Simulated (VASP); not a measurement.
# C (a cell with a defect) in VASP: further runs, part 2 of 2

VASP 6.6.1. Earlier steps stand in the parts before.

## Step 3: Single point, LDA

INCAR reads:

```
SYSTEM = C
PREC     = Accurate       ! precision mode
ENCUT    = 520            ! plane-wave cutoff, eV
EDIFF    = 1E-6           ! SCF threshold, eV
ISMEAR   = -1             ! smearing method
SIGMA    = 0.01           ! smearing width, eV
LREAL    = Auto         
LASPH    = .True.         ! aspherical terms in the spheres
NELM     = 120            ! most SCF steps
ALGO     = Normal         ! electronic algorithm
ISIF     = 2              ! what is computed and relaxed
LWAVE    = .False.        ! write WAVECAR
LCHARG   = .False.        ! write CHGCAR
GGA      = CA             ! functional
NBANDS   = 88             ! bands
GGA_COMPAT= .False.
```

KPOINTS reads:

```
Automatic mesh
0
Gamma
  1 1 1
  0.25 0.25 0.25
```

POSCAR reads:

```
C
1.0
   -3.5716218700      3.5716218700      3.5716218700
    3.5716218700     -3.5716218700      3.5716218700
    3.5716218700      3.5716218700     -3.5716218700
C
33
Direct
   -0.0158147900     -0.0135401100     -0.0234606000
   -0.0062790300      0.2520475600      0.7506016700
    0.0031336400      0.5035412300      0.5017907600
    0.0010091600      0.7553664300      0.2526641400
    0.2493594400     -0.0033304900      0.7501987400
    0.2504527300      0.2543084500      0.5609353900
    0.2463960000      0.5124135900      0.2348881000
    0.2501657300      0.7551490100     -0.0023454700
    0.5007278600      0.0065392800      0.5016902400
    0.5093702000      0.2484982000      0.2330174800
    0.5103978300      0.5130450200      0.0191117800
    0.5006648600      0.7547089000      0.7563477200
    0.7525940500      0.0037999400      0.2527712700
    0.7528555200      0.2529973200     -0.0024725200
    0.7514160800      0.5031099000      0.7559624700
    0.7469973600      0.7498815800      0.4971613700
   -0.0098339500     -0.0071265200      0.7382294600
   -0.0056485600      0.2523716800      0.5086671400
    0.0002853100      0.5029063300      0.2479329200
    0.0001800900      0.7523872100     -0.0007291000
    0.2493291500     -0.0021965800      0.5081816400
    0.2336331100      0.2345810700      0.1664732400
    0.2497584500      0.5099542100     -0.0036894100
    0.2506370000      0.7527350500      0.7515904000
    0.5001324700      0.0029451800      0.2475278400
    0.5078381900      0.2524153700     -0.0043747400
    0.5098541300      0.5128759700      0.7821335300
    0.4978536400      0.7498566800      0.4983452500
    0.7502548600      0.0032233300     -0.0003583900
    0.7499277000      0.2534941000      0.7515896600
    0.7461717400      0.5003385000      0.4978489700
    0.7530122700      0.7557705000      0.2574593400
    0.3384374800      0.3424322600      0.4196503500
```

Potentials or basis: VASP PAW LDA potentials, release 64 (C).

Run with:

```sh
$ cat potpaw_LDA.64/C/POTCAR > POTCAR
$ mpirun -np 1 vasp_std > vasp.out
```

OUTCAR:

```text
SYSTEM = C
   PREC = Accurate
   ENCUT = 520
   EDIFF = 1E-6
   ISMEAR = -1
   LREAL = Auto
   LASPH = .True.
   NELM = 120
   ISIF = 2
   GGA = CA

 ion  position               nearest neighbor table
   1  0.984  0.986  0.977-  22 1.46  17 1.50  20 1.53  29 1.53
   2  0.994  0.252  0.751-  18 1.50  30 1.51  23 1.57  17 1.57
   3  0.003  0.504  0.502-  24 1.54  18 1.55  19 1.56  31 1.58
   4  0.001  0.755  0.253-  21 1.54  32 1.55  19 1.55  20 1.56
   5  0.249  0.997  0.750-  21 1.50  24 1.51  26 1.57  17 1.57
   6  0.250  0.254  0.561-  33 1.34  18 1.50  21 1.51  27 1.54
   7  0.246  0.512  0.235-  23 1.48  19 1.53  28 1.56  22 1.59  33 1.87
   8  0.250  0.755  0.998-  23 1.51  24 1.52  25 1.54  20 1.54
   9  0.501  0.007  0.502-  30 1.54  21 1.55  25 1.56  28 1.58
  10  0.509  0.248  0.233-  26 1.47  25 1.53  31 1.56  22 1.58  33 1.89
  11  0.510  0.513  0.019-  27 1.46  32 1.49  23 1.56  26 1.56
  12  0.501  0.755  0.756-  29 1.53  24 1.53  27 1.57  28 1.58
  13  0.753  0.004  0.253-  18 1.54  32 1.55  25 1.55  29 1.56
  14  0.753  0.253  0.998-  26 1.51  30 1.52  19 1.54  29 1.54
  15  0.751  0.503  0.756-  20 1.53  30 1.53  27 1.57  31 1.58
  16  0.747  0.750  0.497-  17 1.50  32 1.51  31 1.54  28 1.54
[... 8 lines left out ...]
  25  0.500  0.003  0.248-  10 1.53   8 1.54  13 1.55   9 1.56
  26  0.508  0.252  0.996-  10 1.47  14 1.51  11 1.56   5 1.57
  27  0.510  0.513  0.782-  11 1.46   6 1.54  12 1.57  15 1.57  33 1.83
  28  0.498  0.750  0.498-  16 1.54   7 1.56   9 1.58  12 1.58
  29  0.750  0.003  1.000-  12 1.53   1 1.53  14 1.54  13 1.56
  30  0.750  0.253  0.752-   2 1.51  14 1.52  15 1.53   9 1.54
  31  0.746  0.500  0.498-  16 1.54  10 1.56   3 1.58  15 1.58
  32  0.753  0.756  0.257-  11 1.49  16 1.51  13 1.55   4 1.55
  33  0.338  0.342  0.420-  22 1.29   6 1.34  27 1.83   7 1.87  10 1.89

  LATTYP: Found a body centered cubic cell.
 ALAT       =     7.1432437400

  Lattice vectors:

 A1 = (  -3.5716218700,   3.5716218700,   3.5716218700)
 A2 = (   3.5716218700,  -3.5716218700,   3.5716218700)
[... 188 lines left out ...]
  Fermi-wavevector in a.u.,A,eV,Ry     =   1.470214  2.778302 29.409406  2.161530
  Thomas-Fermi vector in A             =   2.585498
   LORBIT       =      0    0 simple, 1 ext, 2 COOP (PROOUT), +10 PAW based schemes
   GGA     = CA    functional components
   LHFCALC =     F    Hartree Fock is set to
   AEXX    =    0.0000 exact exchange contribution
   IVDW    =     0    specifies the selected vdW correction
   LEPSILON=     F    determine dielectric tensor
   LRPA    =     F    only Hartree local field effects (RPA)
 non-spin polarized calculation
  energy-cutoff  :      520.00
  volume of cell :      182.25
 maximum number of plane-waves:      4904
 NGX is ok and might be reduce to    48
   NGX = 23   NGY = 23   NGZ = 23

 number of electron     132.0000003 magnetization

 Free energy of the ion-electron system (eV)
  ---------------------------------------------------
  ext. energy  EPLUGINS =         0.00000000
  ---------------------------------------------------
  free energy    TOTEN  =      -319.47966119 eV

  energy without entropy =     -319.47966119  energy(sigma->0) =     -319.47966119

 E-fermi :  12.2144     XC(G=0): -13.6238

 val. band max:       11.9665247946   @ k =   0.2500   0.2500   0.2500
 cond. band min:      12.4503171193   @ k =   0.2500   0.2500   0.2500
 fundamental gap:      0.4837923247
 Fermi energy:        12.2143713564

 k-point     1 :       0.2500    0.2500    0.2500
  band No.  band energies     occupation
      1     -10.3980      2.00000
      2      -9.9756      2.00000
      3      -9.7661      2.00000
      4      -9.7379      2.00000
      5      -6.5613      2.00000
      6      -6.2678      2.00000
[... 70 lines left out ...]
     77      16.8835      0.00000
     78      17.0159      0.00000
 [bands above 78 left out]

------------------------ aborting loop because EDIFF is reached ----------------------------------------

  FORCE on cell =-STRESS in cart. coord.  units (eV):
  Direction    XX          YY          ZZ          XY          YZ          ZX
  --------------------------------------------------------------------------------------
  -------------------------------------------------------------------------------------
  Total       15.9243559     14.4678200      7.8399802     19.2533256    -10.2186242    -10.7285720
  in kB      139.9961347    127.1912589     68.9237876    169.2621780    -89.8352124    -94.3183277
  external PRESSURE =     112.0370604 kB  Pullay stress =       0.0000000 kB

 VOLUME and BASIS-vectors are now :
 -----------------------------------------------------------------------------
  energy-cutoff  :      520.00
  volume of cell :      182.25
      direct lattice vectors                 reciprocal lattice vectors
    -3.571621870  3.571621870  3.571621870     0.000000000  0.139992423  0.139992423
     3.571621870 -3.571621870  3.571621870     0.139992423  0.000000000  0.139992423
     3.571621870  3.571621870 -3.571621870     0.139992423  0.139992423  0.000000000

 POSITION                                       TOTAL-FORCE (eV/Angst)
 -----------------------------------------------------------------------------------
      3.49595      3.47971      3.55057         0.004052      0.004866      0.021111
      0.03189      5.32984      1.76855        -0.007614     -0.002904      0.009386
      3.57947      0.00494      0.01744         0.003144      0.010615      0.016784
      3.59670     -1.79186      1.79907         0.001014      0.002089     -0.007240
      5.34854      0.01032      1.77092        -0.002824     -0.006824      0.004688
      2.01722      1.98968     -0.20063        -0.014578     -0.016401      0.103529
[... 25 lines left out ...]
      0.92940      0.90970      4.46925         0.000346     -0.000171      0.003450
      1.51310      1.48456      0.93298        -0.072086     -0.118590     -0.156276
 -----------------------------------------------------------------------------------
    total drift:                                0.066631     -0.061327      0.064407

  FREE ENERGIE OF THE ION-ELECTRON SYSTEM (eV)
  ---------------------------------------------------
  free  energy   TOTEN  =      -319.4796611915 eV

  energy  without entropy=     -319.4796611915  energy(sigma->0) =     -319.47966119
```

OSZICAR:

```text
N       E                     dE             d eps       ncg     rms          rms(c)
DAV:   1     0.402013645065E+03    0.40201E+03   -0.71427E+04   176   0.148E+03
DAV:   2    -0.299685365766E+03   -0.70170E+03   -0.67055E+03   224   0.285E+02
DAV:   3    -0.334270023611E+03   -0.34585E+02   -0.34234E+02   208   0.598E+01
DAV:   4    -0.334923199368E+03   -0.65318E+00   -0.65054E+00   232   0.861E+00
DAV:   5    -0.334932026366E+03   -0.88270E-02   -0.88183E-02   216   0.106E+00    0.248E+01
DAV:   6    -0.323194468768E+03    0.11738E+02   -0.97109E+00   200   0.105E+01    0.142E+01
DAV:   7    -0.319506941276E+03    0.36875E+01   -0.10911E+01   192   0.104E+01    0.371E+00
DAV:   8    -0.319480526209E+03    0.26415E-01   -0.51836E-01   208   0.268E+00    0.139E+00
DAV:   9    -0.319481172113E+03   -0.64590E-03   -0.84894E-02   192   0.972E-01    0.504E-01
DAV:  10    -0.319480033005E+03    0.11391E-02   -0.11508E-02   216   0.279E-01    0.184E-01
DAV:  11    -0.319479707989E+03    0.32502E-03   -0.29108E-03   192   0.175E-01    0.596E-02
DAV:  12    -0.319479663201E+03    0.44789E-04   -0.29580E-04   208   0.618E-02    0.330E-02
DAV:  13    -0.319479660758E+03    0.24431E-05   -0.54749E-05   192   0.245E-02    0.129E-02
DAV:  14    -0.319479661192E+03   -0.43397E-06   -0.72748E-06   200   0.829E-03
   1 F= -.31947966E+03 E0= -.31947966E+03  d E =-.367361E-10
```

It took 18 s on 1 thread of Intel Xeon 6975P-C (Granite Rapids), shared host; peak memory 0.23 GiB.

Results:

```
Free energy            : -319.4797 eV
Pressure               : 11.2 GPa
Largest force          : 0.209 eV/Å
Band gap on the k mesh : 0.48 eV
```

Forces on the atoms (eV/Å):
```
C    0.004  0.005  0.021
C   -0.008 -0.003  0.009
C    0.003  0.011  0.017
C    0.001  0.002 -0.007
C   -0.003 -0.007  0.005
C   -0.015 -0.016  0.104
C   -0.011  0.027 -0.011
C    0.004  0.000  0.004
C    0.014 -0.006  0.020
C    0.010 -0.023 -0.005
C   -0.008 -0.009  0.001
C    0.019  0.023  0.009
C    0.007 -0.003 -0.007
C    0.002 -0.001  0.008
C    0.022  0.017  0.004
C    0.009  0.003 -0.003
C    0.008  0.009  0.001
C   -0.003  0.016  0.005
C    0.001 -0.006  0.017
C   -0.003 -0.011  0.006
C    0.009  0.001  0.001
C    0.078  0.124  0.003
C   -0.007  0.018 -0.013
C   -0.006  0.002  0.004
C   -0.005  0.002  0.013
C    0.012  0.004 -0.004
C   -0.036 -0.031  0.001
C   -0.025  0.007 -0.031
C   -0.009 -0.003  0.005
C    0.002 -0.008  0.003
C    0.006 -0.027 -0.027
C    0.000  0.000  0.003
C   -0.072 -0.119 -0.156
```

Stress tensor (GPa, compression positive):
```
14.00 16.93 -9.43
16.93 12.72 -8.98
-9.43 -8.98  6.89
```

Levels at points of the mesh, in eV from the valence-band top:
```
           k point  band 63  band 64  band 65  band 66  band 67  band 68  band 69  band 70
(0.25, 0.25, 0.25)    -3.76    -3.63    -3.03     0.00     0.48     3.18     3.53     3.63
```

Caveat: the k points lie up to 1.24 Å⁻¹ apart.
